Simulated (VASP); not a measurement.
A run of VASP 6.6.1 is set up as follows.

The input INCAR:

```
SYSTEM = Cu
  ALGO = Normal
  EDIFF = 1E-6
  ENCUT = 600
  GGA = RP
  GGA_COMPAT = .False.
  ISIF = 2
  ISMEAR = -1
  LASPH = .True.
  LCHARG = .False.
  LREAL = .False.
  LWAVE = .False.
  NBANDS = 12
  NELM = 120
  PREC = Accurate
  SIGMA = 0.05
```

The input KPOINTS:

```
k-points
0
Gamma
  13 13 13
  0 0 0
```

POSCAR

```
Cu
1.0
    0.0000000000      1.8194705475      1.8194705475
    1.8194705475      0.0000000000      1.8194705475
    1.8194705475      1.8194705475      0.0000000000
Cu
1
Direct
    0.0000000000      0.0000000000      0.0000000000
```

Potentials or basis: VASP PAW PBE potentials, release 64 (Cu).

Command:

```console
$ cat potpaw_PBE.64/Cu/POTCAR > POTCAR
$ mpirun -np 1 vasp_std > vasp.out
```

Q: Predict the pressure.

A: 4.3 GPa.

Caveat: the PAW data sets were made with another functional, which shifts forces and pressure a little.
